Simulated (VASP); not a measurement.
# TaN (Fm-3m) in VASP: a series of runs

TaN is run at these levels: PBE+D3(BJ); tasks: single point.

Program: VASP 6.6.1. These are calculated values, not measurements. Logs are shortened: lines on timing, memory, paths and dates and some standing lists are left out, and cuts for length are marked.

## (1) The cell of the first run

The structure is cubic, space group Fm-3m (No. 225). Conventional cell: a = 4.358 Å, b = 4.358 Å, c = 4.358 Å, α = 90.00°, β = 90.00°, γ = 90.00°. Within 2.9 Å of Ta (site symmetry m-3m) lie 6 N at 2.18 Å. N (site symmetry m-3m) has 6 Ta at 2.18 Å within 2.9 Å.

## (2) Single point, PBE+D3(BJ)

Contents of INCAR:

```
PREC = Accurate
ENCUT = 520
EDIFF = 1E-6
ISMEAR = 0
SIGMA = 0.3
LREAL = False
LASPH = True
NELM = 60
ALGO = Normal
ISIF = 2
LWAVE = False
LCHARG = False
GGA = PE
IVDW = 12
NBANDS = 15
```

Contents of KPOINTS:

```
Automatic mesh
0
Gamma
  12 12 12
```

Contents of POSCAR:

```
TaN
1.0
    3.0815710000      0.0000000000      0.0000000000
    1.5407855000      2.6687187696      0.0000000000
    1.5407855000      0.8895729232      2.5160921854
Ta N
1 1
Direct
    0.5000000000      0.5000000000      0.5000000000
    0.0000000000      0.0000000000      0.0000000000
```

Potentials or basis: VASP PAW PBE potentials, release 64 (Ta_pv, N).

Command:

```
cat potpaw_PBE.64/Ta_pv/POTCAR potpaw_PBE.64/N/POTCAR > POTCAR
mpirun -np 1 vasp_std > vasp.out
```

OUTCAR:

```text
PREC = Accurate
   ENCUT = 520
   EDIFF = 1E-6
   ISMEAR = 0
   LREAL = False
   LASPH = True
   NELM = 60
   ISIF = 2
   GGA = PE
   IVDW = 12
 IVDW          = 12

 ion  position               nearest neighbor table
   1  0.500  0.500  0.500-   2 2.18   2 2.18   2 2.18   2 2.18   2 2.18   2 2.18
   2  0.000  0.000  0.000-   1 2.18   1 2.18   1 2.18   1 2.18   1 2.18   1 2.18

  LATTYP: Found a face centered cubic cell.
 ALAT       =     4.3579995017

  Lattice vectors:

 A1 = (   3.0815710000,   0.0000000000,   0.0000000000)
 A2 = (   1.5407855000,   2.6687187696,   0.0000000000)
 A3 = (   1.5407855000,   0.8895729232,   2.5160921854)

Analysis of symmetry for initial positions (statically):
=====================================================================
 Subroutine PRICEL returns:
 Original cell was already a primitive cell.

 Routine SETGRP: Setting up the symmetry group for a
 face centered cubic supercell.

 Subroutine GETGRP returns: Found 48 space group operations
 (whereof 48 operations were pure point group operations)
 out of a pool of 48 trial point group operations.

The static configuration has the point symmetry O_h .

Analysis of symmetry for dynamics (positions and initial velocities):
=====================================================================
 Subroutine PRICEL returns:
 Original cell was already a primitive cell.

 Routine SETGRP: Setting up the symmetry group for a
 face centered cubic supercell.

 Subroutine GETGRP returns: Found 48 space group operations
 (whereof 48 operations were pure point group operations)
 out of a pool of 48 trial point group operations.

The dynamic configuration has the point symmetry O_h .

 Subroutine INISYM returns: Found 48 space group operations
 (whereof 48 operations are pure point group operations),
 and found     1 'primitive' translations

----------------------------------------------------------------------------------------

                                     Primitive cell

  volume of cell :      20.6920

  direct lattice vectors                    reciprocal lattice vectors
     3.081571000  0.000000000  0.000000000     0.324509804 -0.187355822 -0.132480573
     1.540785500  2.668718770  0.000000000     0.000000000  0.374711645 -0.132480573
     1.540785500  0.889572923  2.516092185     0.000000000  0.000000000  0.397441718

  length of vectors
     3.081571000  3.081571000  3.081571000     0.397441718  0.397441718  0.397441718

  position of ions in fractional coordinates (direct lattice)
     0.500000000  0.500000000  0.500000000
     0.000000000  0.000000000  0.000000000

  ion indices of the primitive-cell ions
   primitive index   ion index
                 1           1
                 2           2

----------------------------------------------------------------------------------------

 KPOINTS: Automatic mesh

Automatic generation of k-mesh.
 Grid dimensions read from file:
 generate k-points for:   12   12   12

 Generating k-lattice:

  Cartesian coordinates                     Fractional coordinates (reciprocal lattice)
     0.027042484 -0.015612985 -0.011040048     0.083333333  0.000000000  0.000000000
     0.000000000  0.031225970 -0.011040048     0.000000000  0.083333333  0.000000000
     0.000000000  0.000000000  0.033120143     0.000000000  0.000000000  0.083333333

  Length of vectors
     0.033120143  0.033120143  0.033120143

  Shift w.r.t. Gamma in fractional coordinates (k-lattice)
     0.000000000  0.000000000  0.000000000

 Subroutine IBZKPT returns following result:
 ===========================================

 Found     72 irreducible k-points:

 Following reciprocal coordinates:
            Coordinates               Weight
  0.000000  0.000000  0.000000      1.000000
  0.083333 -0.000000  0.000000      8.000000
  0.166667 -0.000000  0.000000      8.000000
  0.250000 -0.000000 -0.000000      8.000000
  0.333333 -0.000000  0.000000      8.000000
  0.416667 -0.000000  0.000000      8.000000
[... 16 lines left out ...]
  0.500000  0.166667  0.000000     24.000000
 -0.416667  0.166667 -0.000000     24.000000
 [... further k-points ...]
   k-points           NKPTS =     72   k-points in BZ     NKDIM =     72   number of bands    NBANDS=     15
   number of dos      NEDOS =    301   number of ions     NIONS =      2
   total plane-waves  NPLWV =  13824
   dimension x,y,z NGX =    24 NGY =   24 NGZ =   24
   dimension x,y,z NGXF=    48 NGYF=   48 NGZF=   48
   ions per type =               1   1
   NGX,Y,Z   is equivalent  to a cutoff of  12.95, 12.95, 12.95 a.u.
   NGXF,Y,Z  is equivalent  to a cutoff of  25.90, 25.90, 25.90 a.u.
 SYSTEM =  unknown system
   PREC   = accura    normal or accurate (medium, high low for compatibility)
   ISTART =      0    job   : 0-new  1-cont  2-samecut
   ICHARG =      2    charge: 1-file 2-atom 10-const
   ISPIN  =      1    spin polarized calculation?
   LNONCOLLINEAR =      F non collinear calculations
   LSORBIT =      F    spin-orbit coupling
   LASPH  =      T    aspherical Exc in radial PAW
   ENCUT  =  520.0 eV  38.22 Ry    6.18 a.u.   5.73  5.73  5.73*2*pi/ulx,y,z
   NELM   =     60;   NELMIN=  2; NELMDL= -5     # of ELM steps
   EDIFF  = 0.1E-05   stopping-criterion for ELM
   LREAL  =      F    real-space projection
   EDIFFG = 0.1E-04   stopping-criterion for IOM
   NSW    =      0    number of steps for IOM
   IBRION =     -1    ionic relax: 0-MD 1-quasi-New 2-CG
   NFREE  =      0    steps in history (QN), initial steepest desc. (CG)
   ISIF   =      2    stress and relaxation
   ISYM   =      2    0-nonsym 1-usesym 2-fastsym
   POTIM  = 0.5000    time-step for ionic-motion
   TEBEG  =    0.0;   TEEND  =   0.0 temperature during run
   PSTRESS=    0.0 pullay stress
   NELECT =      16.0000    total number of electrons
   NUPDOWN=      -1.0000    fix difference up-down
   EMIN   =  10.00;   EMAX   =-10.00  energy-range for DOS
   EFERMI =   0.00;   METHOD = LEGACY
   ISMEAR =     0;   SIGMA  =   0.30  broadening in eV -4-tet -1-fermi 0-gaus
   EFERMI_NEDOS =   21; number of points for ismear=-14 and -15
   IALGO  =     38    algorithm
   IMIX   =      4    mixing-type and parameters
     AMIX     =   0.40;   BMIX     =  1.00
     AMIX_MAG =   1.60;   BMIX_MAG =  1.00
  volume/ion in A,a.u.               =      10.35        69.82
  Fermi-wavevector in a.u.,A,eV,Ry     =   1.502615  2.839530 30.719929  2.257851
  Thomas-Fermi vector in A             =   2.613832
   LORBIT       =      0    0 simple, 1 ext, 2 COOP (PROOUT), +10 PAW based schemes
   GGA     = PE    functional components
   LHFCALC =     F    Hartree Fock is set to
   AEXX    =    0.0000 exact exchange contribution
   IVDW    =    12    specifies the selected vdW correction
   LEPSILON=     F    determine dielectric tensor
   LRPA    =     F    only Hartree local field effects (RPA)
 non-spin polarized calculation
 Gauss-broadening in eV      SIGMA  =   0.30
  energy-cutoff  :      520.00
  volume of cell :       20.69
 maximum number of plane-waves:       568
   NGX = 11   NGY = 11   NGZ = 11

 number of electron      16.0000000 magnetization

 Free energy of the ion-electron system (eV)
  ---------------------------------------------------
  ext. energy  EPLUGINS =         0.00000000
  ---------------------------------------------------
  free energy    TOTEN  =       -21.80230913 eV

  energy without entropy =      -21.76255800  energy(sigma->0) =      -21.78243356

 E-fermi :   9.8312     XC(G=0): -13.5895

 val. band max:        9.8246440313   @ k =  -0.2500   0.4167   0.1667
 cond. band min:       9.8684516316   @ k =   0.2500   0.0833   0.0000
 fundamental gap:      0.0438076003
 Fermi energy:         9.8312318709

 k-point     1 :       0.0000    0.0000    0.0000
  band No.  band energies     occupation
      1     -25.8621      2.00000
      2     -25.8621      2.00000
      3     -25.8621      2.00000
      4      -9.2334      2.00000
      5       5.9505      2.00000
      6       5.9505      2.00000
      7       5.9505      2.00000
      8       7.6777      2.00000
      9       7.6777      2.00000
     10       7.6777      2.00000
     11       9.9312      0.63758
     12       9.9312      0.63758
     13      11.6152      0.00000
     14      19.2749      0.00000
     15      22.2886      0.00000

 k-point     2 :       0.0833   -0.0000    0.0000
  band No.  band energies     occupation
      1     -25.9309      2.00000
      2     -25.8683      2.00000
      3     -25.8683      2.00000
      4      -9.0561      2.00000
      5       5.1085      2.00000
      6       5.3738      2.00000
      7       5.3738      2.00000
      8       7.9491      2.00000
      9       7.9491      2.00000
     10       8.0339      2.00000
     11      10.6211      0.00020
     12      10.6211      0.00020
     13      12.1128      0.00000
     14      19.8113      0.00000
     15      22.2884      0.00000

 k-point     3 :       0.1667   -0.0000    0.0000
  band No.  band energies     occupation
      1     -26.1143      2.00000
      2     -25.8849      2.00000
      3     -25.8849      2.00000
      4      -8.5595      2.00000
      5       3.5920      2.00000
      6       4.3483      2.00000
      7       4.3483      2.00000
      8       8.4965      2.00000
      9       8.5670      2.00000
     10       8.5670      2.00000
     11      12.1438      0.00000
     12      12.1438      0.00000
     13      13.2611      0.00000
     14      21.1917      0.00000
     15      22.2879      0.00000
[... 343 lines left out ...]
 k-point    23 :       0.5000    0.1667    0.0000
  band No.  band energies     occupation
      1     -26.6988      2.00000
      2     -26.0894      2.00000
      3     -26.0088      2.00000
      4      -6.6002      2.00000
      5       0.2200      2.00000
      6       2.4152      2.00000
      7       2.6813      2.00000
      8       9.2681      1.99206
      9      12.1636      0.00000
     10      12.1945      0.00000
     11      15.2739      0.00000
     12      16.1541      0.00000
     13      17.9552      0.00000
     14      20.4964      0.00000
     15      22.3025      0.00000

 k-point    24 :      -0.4167    0.1667   -0.0000
  band No.  band energies     occupation
      1     -26.7088      2.00000
      2     -26.1210      2.00000
      3     -25.9864      2.00000
      4      -6.4696      2.00000
      5       0.0214      2.00000
      6       2.3884      2.00000
      7       2.5116      2.00000
      8      10.5273      0.00103
      9      11.4437      0.00000
     10      11.6142      0.00000
     11      15.1916      0.00000
     12      17.4132      0.00000
     13      17.4974      0.00000
     14      20.8167      0.00000
     15      22.3024      0.00000

 [... further k-points ...]

------------------------ aborting loop because EDIFF is reached ----------------------------------------

 Edisp (eV)   -0.97203

 E8    (eV) :    -0.4497

  FORCE on cell =-STRESS in cart. coord.  units (eV):
  Direction    XX          YY          ZZ          XY          YZ          ZX
  --------------------------------------------------------------------------------------
  -------------------------------------------------------------------------------------
  Total       1.01338     1.01338     1.01338     0.00000    -0.00000    -0.00000
  in kB      78.46578    78.46578    78.46578     0.00000    -0.00000    -0.00000
  external pressure =       78.47 kB  Pullay stress =        0.00 kB

 VOLUME and BASIS-vectors are now :
 -----------------------------------------------------------------------------
  energy-cutoff  :      520.00
  volume of cell :       20.69
      direct lattice vectors                 reciprocal lattice vectors
     3.081571000  0.000000000  0.000000000     0.324509804 -0.187355822 -0.132480573
     1.540785500  2.668718770  0.000000000     0.000000000  0.374711645 -0.132480573
     1.540785500  0.889572923  2.516092185     0.000000000  0.000000000  0.397441718

 POSITION                                       TOTAL-FORCE (eV/Angst)
 -----------------------------------------------------------------------------------
      3.08157      1.77915      1.25805         0.000000      0.000000      0.000000
      0.00000      0.00000      0.00000        -0.000000     -0.000000      0.000000
 -----------------------------------------------------------------------------------
    total drift:                               -0.000000      0.000000     -0.000000

  FREE ENERGIE OF THE ION-ELECTRON SYSTEM (eV)
  ---------------------------------------------------
  free  energy   TOTEN  =       -22.7743411326 eV

  energy  without entropy=      -22.7345900001  energy(sigma->0) =      -22.75446557
```

Wall time 10 s (1 thread of Intel Xeon 6975P-C (Granite Rapids), shared host); peak memory 0.16 GiB.

What came out:

| Property | Result |
| --- | --- |
| Free energy | -22.7743 eV |
| Pressure | 7.8 GPa |
| Band gap on the k mesh | zero (band 8 reaches 11.85 eV, above the bottom of band 9 at 7.68 eV) |
| Dispersion energy per atom | -0.486 eV |

Levels at points of the mesh, in eV from the Fermi level:
```csv
k point,band 6,band 7,band 8,band 9,band 10,band 11
"(0.00, 0.00, 0.00)",-3.88,-3.88,-2.15,-2.15,-2.15,0.10
"(0.50, 0.00, 0.00)",-7.75,-7.75,2.02,2.02,2.11,3.94
"(0.50, 0.50, 0.00)",-5.63,-4.68,-4.68,2.24,3.73,3.73
```

Caveat: three body term missing; spin-orbit coupling is left out, which moves the levels of the heavy elements; pairwise dispersion overbinds metals, which lowers pressure and volume.

[end of part 1 of 2]
